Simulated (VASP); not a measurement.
# SiO2 (P4_2/mnm) in VASP: further runs

SiO2 is run at these levels: PBE; tasks: single point.

Program: VASP 6.6.1. These are calculated values, not measurements. Logs are shortened: lines on timing, memory, paths and dates and some standing lists are left out, and cuts for length are marked.

## Step 1: The cell of the first run

It takes space group P4_2/mnm (No. 136, tetragonal). The conventional cell has a = 4.406 Å, b = 4.406 Å, c = 2.798 Å, α = 90.00°, β = 90.00°, γ = 90.00°. Within 2.4 Å of Si (site symmetry mmm) lie 6 O at 1.84 to 1.91 Å. O (site symmetry m2m) has 3 Si at 1.84 to 1.91 Å within 2.4 Å.

## Step 2: Single point, PBE (strain +0.040 along x and y, +0.040 along z)

INCAR reads:

```
SYSTEM = SiO2
PREC = Accurate
ENCUT = 520
EDIFF = 1E-6
ISMEAR = 0
SIGMA = 0.05
LREAL = .FALSE.
LASPH = .TRUE.
NELM = 80
ALGO = Normal
ISIF = 2
LWAVE = .FALSE.
LCHARG = .FALSE.
GGA = PE
NBANDS = 25
```

KPOINTS reads:

```
regular mesh
0
G
  6 6 8
  0 0 0
```

POSCAR reads:

```
SiO2
1.0
    4.4055611957      0.0000000000      0.0000000000
    0.0000000000      4.4055611957      0.0000000000
    0.0000000000      0.0000000000      2.7980972306
Si O
2 4
Direct
    0.5000000000      0.5000000000      0.5000000000
    0.0000000000      0.0000000000      0.0000000000
    0.6930152167      0.6930152167      0.0000000000
    0.1930152167      0.8069847833      0.5000000000
    0.3069847833      0.3069847833      0.0000000000
    0.8069847833      0.1930152167      0.5000000000
```

Potentials or basis: VASP PAW PBE potentials, release 64 (Si, O).

Run with:

```console
cat potpaw_PBE.64/Si/POTCAR potpaw_PBE.64/O/POTCAR > POTCAR
mpirun -np 1 vasp_std > vasp.out
```

OUTCAR:

```text
SYSTEM = SiO2
   PREC = Accurate
   ENCUT = 520
   EDIFF = 1E-6
   ISMEAR = 0
   LREAL = .FALSE.
   LASPH = .TRUE.
   NELM = 80
   ISIF = 2
   GGA = PE

 ion  position               nearest neighbor table
   1  0.500  0.500  0.500-   3 1.84   5 1.84   3 1.84   5 1.84   4 1.91   6 1.91
   2  0.000  0.000  0.000-   4 1.84   6 1.84   4 1.84   6 1.84   5 1.91   3 1.91
   3  0.693  0.693  0.000-   1 1.84   1 1.84   2 1.91
   4  0.193  0.807  0.500-   2 1.84   2 1.84   1 1.91
   5  0.307  0.307  0.000-   1 1.84   1 1.84   2 1.91
   6  0.807  0.193  0.500-   2 1.84   2 1.84   1 1.91

  LATTYP: Found a simple tetragonal cell.
 ALAT       =     4.4055611957
 C/A-ratio  =     0.6351284448

  Lattice vectors:

 A1 = (   4.4055611957,   0.0000000000,   0.0000000000)
 A2 = (   0.0000000000,   4.4055611957,   0.0000000000)
 A3 = (   0.0000000000,   0.0000000000,   2.7980972306)

Analysis of symmetry for initial positions (statically):
=====================================================================
 Subroutine PRICEL returns:
 Original cell was already a primitive cell.

 Routine SETGRP: Setting up the symmetry group for a
 simple tetragonal supercell.

 Subroutine GETGRP returns: Found 16 space group operations
 (whereof  8 operations were pure point group operations)
 out of a pool of 16 trial point group operations.

The static configuration has the point symmetry D_2h.
 The point group associated with its full space group is D_4h.

Analysis of symmetry for dynamics (positions and initial velocities):
=====================================================================
 Subroutine PRICEL returns:
 Original cell was already a primitive cell.

 Routine SETGRP: Setting up the symmetry group for a
 simple tetragonal supercell.

 Subroutine GETGRP returns: Found 16 space group operations
 (whereof  8 operations were pure point group operations)
 out of a pool of 16 trial point group operations.

The dynamic configuration has the point symmetry D_2h.
 The point group associated with its full space group is D_4h.

 Subroutine INISYM returns: Found 16 space group operations
 (whereof  8 operations are pure point group operations),
 and found     1 'primitive' translations

----------------------------------------------------------------------------------------

                                     Primitive cell

  volume of cell :      54.3082

  direct lattice vectors                    reciprocal lattice vectors
     4.405561196  0.000000000  0.000000000     0.226985838  0.000000000  0.000000000
     0.000000000  4.405561196  0.000000000     0.000000000  0.226985838  0.000000000
     0.000000000  0.000000000  2.798097231     0.000000000  0.000000000  0.357385722

  length of vectors
     4.405561196  4.405561196  2.798097231     0.226985838  0.226985838  0.357385722

  position of ions in fractional coordinates (direct lattice)
     0.500000000  0.500000000  0.500000000
     0.000000000  0.000000000  0.000000000
     0.693015217  0.693015217  0.000000000
     0.193015217  0.806984783  0.500000000
     0.306984783  0.306984783  0.000000000
     0.806984783  0.193015217  0.500000000

  ion indices of the primitive-cell ions
   primitive index   ion index
                 1           1
                 2           2
                 3           3
                 4           4
                 5           5
                 6           6

----------------------------------------------------------------------------------------

 KPOINTS: regular mesh

Automatic generation of k-mesh.
 Grid dimensions read from file:
 generate k-points for:    6    6    8

 Generating k-lattice:

  Cartesian coordinates                     Fractional coordinates (reciprocal lattice)
     0.037830973  0.000000000  0.000000000     0.166666667  0.000000000  0.000000000
     0.000000000  0.037830973  0.000000000     0.000000000  0.166666667  0.000000000
     0.000000000  0.000000000  0.044673215     0.000000000  0.000000000  0.125000000

  Length of vectors
     0.037830973  0.037830973  0.044673215

  Shift w.r.t. Gamma in fractional coordinates (k-lattice)
     0.000000000  0.000000000  0.000000000

 Subroutine IBZKPT returns following result:
 ===========================================

 Found     50 irreducible k-points:

 Following reciprocal coordinates:
            Coordinates               Weight
  0.000000  0.000000  0.000000      1.000000
  0.166667  0.000000  0.000000      4.000000
  0.333333  0.000000  0.000000      4.000000
  0.500000  0.000000  0.000000      2.000000
  0.166667  0.166667  0.000000      4.000000
  0.333333  0.166667  0.000000      8.000000
[... 16 lines left out ...]
  0.333333  0.000000  0.250000      8.000000
  0.500000  0.000000  0.250000      4.000000
 [... further k-points ...]
   k-points           NKPTS =     50   k-points in BZ     NKDIM =     50   number of bands    NBANDS=     25
   number of dos      NEDOS =    301   number of ions     NIONS =      6
[... 36 lines left out ...]
   LHFCALC =     F    Hartree Fock is set to
   AEXX    =    0.0000 exact exchange contribution
   IVDW    =     0    specifies the selected vdW correction
   LEPSILON=     F    determine dielectric tensor
   LRPA    =     F    only Hartree local field effects (RPA)
 non-spin polarized calculation
 Gauss-broadening in eV      SIGMA  =   0.05
  energy-cutoff  :      520.00
  volume of cell :       54.31
 maximum number of plane-waves:      1492
 NGX is ok and might be reduce to    36
   NGX = 17   NGY = 17   NGZ = 11

 number of electron      31.9999988 magnetization

 Free energy of the ion-electron system (eV)
  ---------------------------------------------------
  ext. energy  EPLUGINS =         0.00000000
  ---------------------------------------------------
  free energy    TOTEN  =       -45.76220373 eV

  energy without entropy =      -45.76220373  energy(sigma->0) =      -45.76220373

 E-fermi :   6.4591     XC(G=0): -11.4870

 val. band max:        6.2357085893   @ k =   0.0000   0.0000   0.0000
 cond. band min:       9.3538018236   @ k =   0.0000   0.0000   0.0000
 fundamental gap:      3.1180932343
 Fermi energy:         6.4590770090

 k-point     1 :       0.0000    0.0000    0.0000
  band No.  band energies     occupation
      1     -14.8404      2.00000
      2     -11.9409      2.00000
      3     -11.9409      2.00000
      4     -11.8057      2.00000
      5      -3.7234      2.00000
      6       0.6168      2.00000
[... 17 lines left out ...]
     24      18.3923      0.00000
     25      19.9597      0.00000

 k-point     2 :       0.1667    0.0000    0.0000
  band No.  band energies     occupation
      1     -14.7208      2.00000
      2     -12.4625      2.00000
      3     -11.8859      2.00000
      4     -11.5235      2.00000
      5      -3.5150      2.00000
      6      -0.0752      2.00000
[... 17 lines left out ...]
     24      18.0343      0.00000
     25      20.0027      0.00000

 k-point     3 :       0.3333    0.0000    0.0000
  band No.  band energies     occupation
      1     -14.3726      2.00000
      2     -13.1583      2.00000
      3     -11.7399      2.00000
      4     -11.4493      2.00000
      5      -2.9464      2.00000
      6      -1.1333      2.00000
[... 17 lines left out ...]
     24      18.6819      0.00000
     25      19.4648      0.00000

 k-point     4 :       0.5000    0.0000    0.0000
  band No.  band energies     occupation
      1     -13.8300      2.00000
      2     -13.8300      2.00000
      3     -11.5612      2.00000
      4     -11.5612      2.00000
      5      -2.1244      2.00000
      6      -2.1244      2.00000
[... 17 lines left out ...]
     24      18.2957      0.00000
     25      19.6264      0.00000
[... 477 lines left out ...]
 k-point    22 :       0.1667    0.0000    0.2500
  band No.  band energies     occupation
      1     -14.0639      2.00000
      2     -12.1708      2.00000
      3     -11.6143      2.00000
      4     -11.4700      2.00000
      5      -3.2613      2.00000
      6      -0.1397      2.00000
[... 17 lines left out ...]
     24      18.9381      0.00000
     25      19.2187      0.00000

 k-point    23 :       0.3333    0.0000    0.2500
  band No.  band energies     occupation
      1     -13.7552      2.00000
      2     -12.7206      2.00000
      3     -11.5316      2.00000
      4     -11.3985      2.00000
      5      -2.6122      2.00000
      6      -0.6716      2.00000
[... 17 lines left out ...]
     24      18.4473      0.00000
     25      19.3257      0.00000

 k-point    24 :       0.5000    0.0000    0.2500
  band No.  band energies     occupation
      1     -13.2838      2.00000
      2     -13.2838      2.00000
      3     -11.4401      2.00000
      4     -11.4401      2.00000
      5      -1.6926      2.00000
      6      -1.6926      2.00000
[... 17 lines left out ...]
     24      18.3199      0.00000
     25      19.1112      0.00000

 [... further k-points ...]
[... 5 lines left out ...]
  --------------------------------------------------------------------------------------
  -------------------------------------------------------------------------------------
  Total       -8.4713188     -8.4713188    -10.7295908      0.0000000      0.0000000      0.0000000
  in kB     -249.9173064   -249.9173064   -316.5399011      0.0000000      0.0000000      0.0000000
  external PRESSURE =    -272.1248379 kB  Pullay stress =       0.0000000 kB

 VOLUME and BASIS-vectors are now :
 -----------------------------------------------------------------------------
  energy-cutoff  :      520.00
  volume of cell :       54.31
      direct lattice vectors                 reciprocal lattice vectors
     4.405561196  0.000000000  0.000000000     0.226985838  0.000000000  0.000000000
     0.000000000  4.405561196  0.000000000     0.000000000  0.226985838  0.000000000
     0.000000000  0.000000000  2.798097231     0.000000000  0.000000000  0.357385722

 POSITION                                       TOTAL-FORCE (eV/Angst)
 -----------------------------------------------------------------------------------
      2.20278      2.20278      1.39905         0.000000      0.000000     -0.000000
      0.00000      0.00000      0.00000         0.000000      0.000000     -0.000000
      3.05312      3.05312      0.00000        -0.489397     -0.489397     -0.000000
      0.85034      3.55522      1.39905        -0.489397      0.489397      0.000000
      1.35244      1.35244      0.00000         0.489397      0.489397      0.000000
      3.55522      0.85034      1.39905         0.489397     -0.489397     -0.000000
 -----------------------------------------------------------------------------------
    total drift:                                0.000000     -0.000000      0.000000

  FREE ENERGIE OF THE ION-ELECTRON SYSTEM (eV)
  ---------------------------------------------------
  free  energy   TOTEN  =       -45.7622037261 eV

  energy  without entropy=      -45.7622037261  energy(sigma->0) =      -45.76220373
```

It took 30 s on 1 thread of Intel Xeon 6975P-C (Granite Rapids), shared host; peak memory 0.19 GiB.

What came out:

```yaml
Free_energy: -45.7622 eV
Pressure: -27.2 GPa
Largest_force: 0.692 eV/Å
Band_gap_on_the_k_mesh: 3.12 eV, direct
```

Forces in eV/Å, atoms in the order of the input:
```
Si   0.000  0.000  0.000
Si   0.000  0.000  0.000
O   -0.489 -0.489  0.000
O   -0.489  0.489  0.000
O    0.489  0.489  0.000
O    0.489 -0.489  0.000
```

Stress tensor (GPa, compression positive):
```
-24.99   0.00   0.00
  0.00 -24.99   0.00
  0.00   0.00 -31.65
```

Caveat: the cell differs from its parent crystal (strain +0.040 along x and y, +0.040 along z).

## Step 3: Single point, PBE (strain +0.080 along x and y, +0.000 along z)

INCAR reads:

```
PREC = Accurate
ENCUT = 520
EDIFF = 1E-6
ISMEAR = 0
SIGMA = 0.05
LREAL = False
LASPH = True
NELM = 80
ALGO = Normal
ISIF = 2
LWAVE = False
LCHARG = True
GGA = PE
LELF = True
LVHAR = True
NBANDS = 25
```

KPOINTS reads:

```
Automatic mesh
0
Gamma
  6 6 8
```

POSCAR, as its differences from that of step 2:

```diff
@@ -2,5 +2,5 @@
 1.0
-    4.4055611957      0.0000000000      0.0000000000
-    0.0000000000      4.4055611957      0.0000000000
-    0.0000000000      0.0000000000      2.7980972306
+    4.5750058570      0.0000000000      0.0000000000
+    0.0000000000      4.5750058570      0.0000000000
+    0.0000000000      0.0000000000      2.6904781063
 Si O
```

Potentials or basis: VASP PAW PBE potentials, release 64 (Si, O).

Run with:

```console
cat potpaw_PBE.64/Si/POTCAR potpaw_PBE.64/O/POTCAR > POTCAR
mpirun -np 1 vasp_std > vasp.out
```

Run time: 28 s. Hardware: 1 thread of Intel Xeon 6975P-C (Granite Rapids), shared host; peak memory 0.18 GiB.

Results (log left out):

```yaml
Free_energy: -45.3136 eV
Pressure: -29.3 GPa
Largest_force: 1.756 eV/Å
Band_gap_on_the_k_mesh: 2.86 eV, direct
```

Forces on the atoms (eV/Å):
```
Si   0.000  0.000  0.000
Si   0.000  0.000  0.000
O   -1.241 -1.241  0.000
O   -1.241  1.241  0.000
O    1.241  1.241  0.000
O    1.241 -1.241  0.000
```

Stress tensor (GPa, compression positive):
```
-35.15   0.00   0.00
  0.00 -35.15   0.00
  0.00   0.00 -17.51
```

Levels at points of the mesh, in eV from the valence-band top:
```csv
k point,band 14,band 15,band 16,band 17,band 18,band 19
"(0.00, 0.00, 0.00)",-0.81,-0.81,0.00,2.86,6.97,7.79
"(0.50, 0.00, 0.00)",-1.94,-0.96,-0.96,5.60,5.60,8.83
"(0.50, 0.50, 0.00)",-2.06,-1.85,-1.85,5.74,5.74,9.26
"(0.00, 0.00, 0.50)",-2.01,-2.00,-2.00,6.59,6.59,9.92
"(0.50, 0.00, 0.50)",-1.90,-1.27,-1.27,6.61,6.61,7.38
"(0.50, 0.50, 0.50)",-1.51,-1.12,-1.12,4.99,4.99,9.16
```

Caveat: the cell differs from its parent crystal (strain +0.080 along x and y, +0.000 along z); forces of over 1 eV/Å act on the atoms, so gaps and moduli don't describe the material at rest.

## Step 4: Single point, PBE (strain +0.040 along x and y, +0.080 along z)

INCAR reads:

```
SYSTEM = SiO2
PREC = Accurate
ENCUT = 520
EDIFF = 1E-6
ISMEAR = 0
SIGMA = 0.05
LREAL = .False.
LASPH = .True.
NELM = 60
ALGO = Normal
ISIF = 2
LWAVE = .False.
LCHARG = .True.
GGA = PE
LELF = .True.
LVHAR = .True.
NBANDS = 25
```

KPOINTS reads:

```
regular mesh
0
Gamma
  6 6 8
  0 0 0
```

POSCAR, as its differences from that of step 3:

```diff
@@ -2,5 +2,5 @@
 1.0
-    4.5750058570      0.0000000000      0.0000000000
-    0.0000000000      4.5750058570      0.0000000000
-    0.0000000000      0.0000000000      2.6904781063
+    4.4055611957      0.0000000000      0.0000000000
+    0.0000000000      4.4055611957      0.0000000000
+    0.0000000000      0.0000000000      2.9057163548
 Si O
```

Run with:

```console
cat potpaw_PBE.64/Si/POTCAR potpaw_PBE.64/O/POTCAR > POTCAR
mpirun -np 1 vasp_std > vasp.out
```

Run time: 31 s. Hardware: 1 thread of Intel Xeon 6975P-C (Granite Rapids), shared host; peak memory 0.2 GiB.

It converged, with:

- Free energy: -45.2488 eV
- Pressure: -34.2 GPa
- Largest force: 0.445 eV/Å
- Band gap on the k mesh: 2.41 eV, direct

Forces in eV/Å, atoms in the order of the input:
```
Si   0.000  0.000  0.000
Si   0.000  0.000  0.000
O   -0.315 -0.315  0.000
O   -0.315  0.315  0.000
O    0.315  0.315  0.000
O    0.315 -0.315  0.000
```

Stress tensor (GPa, compression positive):
```
-27.84   0.00   0.00
  0.00 -27.84   0.00
  0.00   0.00 -46.78
```

Levels at points of the mesh, in eV from the valence-band top:
```
           k point  band 12  band 13  band 14  band 15  band 16  band 17  band 18  band 19  band 20  band 21
(0.00, 0.00, 0.00)    -2.75    -2.46    -0.73    -0.73     0.00     2.41     5.32     6.61     6.61     9.50
(0.50, 0.00, 0.00)    -3.06    -2.41    -2.41    -0.85    -0.85     5.07     5.07     7.29     7.29     9.94
(0.50, 0.50, 0.00)    -2.86    -2.31    -2.31    -1.63    -1.63     4.93     4.93     7.99     7.99    11.21
(0.00, 0.00, 0.50)    -3.92    -2.33    -2.33    -2.05    -2.05     6.66     6.66    10.74    10.74    10.83
(0.50, 0.00, 0.50)    -3.18    -1.81    -1.81    -1.32    -1.32     6.69     6.69     8.08     8.08    11.65
(0.50, 0.50, 0.50)    -3.81    -1.39    -1.39    -1.16    -1.16     5.10     5.10     9.59     9.59    10.68
```

Caveat: the cell differs from its parent crystal (strain +0.040 along x and y, +0.080 along z).

## Step 5: Single point, PBE (strain +0.080 along x and y, +0.040 along z)

INCAR reads:

```
SYSTEM = SiO2
PREC = Accurate ; ENCUT = 520
EDIFF = 1E-6 ; ISMEAR = 0
SIGMA = 0.05 ; LREAL = .FALSE.
LASPH = .TRUE. ; NELM = 100
ALGO = Normal ; ISIF = 2
LWAVE = .FALSE. ; LCHARG = .TRUE.
GGA = PE ; LELF = .TRUE.
LVHAR = .TRUE. ; NBANDS = 25
```

KPOINTS reads:

```
Automatic mesh
0
G
  6 6 8
  0 0 0
```

POSCAR, as its differences from that of step 4:

```diff
@@ -2,5 +2,5 @@
 1.0
-    4.4055611957      0.0000000000      0.0000000000
-    0.0000000000      4.4055611957      0.0000000000
-    0.0000000000      0.0000000000      2.9057163548
+    4.5750058570      0.0000000000      0.0000000000
+    0.0000000000      4.5750058570      0.0000000000
+    0.0000000000      0.0000000000      2.7980972306
 Si O
```

Run with:

```console
cat potpaw_PBE.64/Si/POTCAR potpaw_PBE.64/O/POTCAR > POTCAR
mpirun -np 1 vasp_std > vasp.out
```

Run time: 30 s. Hardware: 1 thread of Intel Xeon 6975P-C (Granite Rapids), shared host; peak memory 0.2 GiB.

It converged, with:

| Quantity | Value |
| --- | --- |
| Free energy | -44.9352 eV |
| Pressure | -36.5 GPa |
| Largest force | 1.502 eV/Å |
| Band gap on the k mesh | 2.19 eV, direct |

Forces on the atoms (eV/Å):
```
Si   0.000  0.000  0.000
Si   0.000  0.000  0.000
O   -1.062 -1.062  0.000
O   -1.062  1.062  0.000
O    1.062  1.062  0.000
O    1.062 -1.062  0.000
```

Stress tensor (GPa, compression positive):
```
-36.77   0.00   0.00
  0.00 -36.77   0.00
  0.00   0.00 -35.85
```

Levels at points of the mesh, in eV from the valence-band top:
| k point | band 14 | band 15 | band 16 | band 17 | band 18 | band 19 |
| --- | --- | --- | --- | --- | --- | --- |
| (0.00, 0.00, 0.00) | -0.77 | -0.77 | 0.00 | 2.19 | 6.09 | 7.09 |
| (0.50, 0.00, 0.00) | -2.10 | -0.89 | -0.89 | 4.96 | 4.96 | 7.96 |
| (0.50, 0.50, 0.00) | -2.07 | -1.70 | -1.70 | 5.01 | 5.01 | 8.42 |
| (0.00, 0.00, 0.50) | -2.01 | -1.94 | -1.94 | 6.15 | 6.15 | 9.75 |
| (0.50, 0.00, 0.50) | -1.82 | -1.24 | -1.24 | 6.20 | 6.20 | 7.24 |
| (0.50, 0.50, 0.50) | -1.44 | -1.10 | -1.10 | 4.63 | 4.63 | 8.96 |

Caveat: the cell differs from its parent crystal (strain +0.080 along x and y, +0.040 along z); forces of over 1 eV/Å act on the atoms, so gaps and moduli don't describe the material at rest.

## Step 6: The runs side by side

```tsv
cell	gap on the mesh (eV)	pressure (GPa)	largest force (eV/Å)
a = 4.406, b = 4.406, c = 2.798 Å, 6 atoms	3.12	-27.2	0.69
a = 4.575, b = 4.575, c = 2.690 Å, 6 atoms	2.86	-29.3	1.76
a = 4.406, b = 4.406, c = 2.906 Å, 6 atoms	2.41	-34.2	0.45
a = 4.575, b = 4.575, c = 2.798 Å, 6 atoms	2.19	-36.5	1.50
```

Alike in all rows: task single point; level PBE; potentials or basis VASP PAW PBE potentials, release 64 (Si, O); no spin polarisation; k mesh 6 × 6 × 8; cutoff (eV) 520; smearing gaussian 0.05 eV.

Caveats: forces of over 1 eV/Å act on the atoms, so gaps and moduli don't describe the material at rest (some runs).

Absolute energies hang on the potentials; compare differences alone.
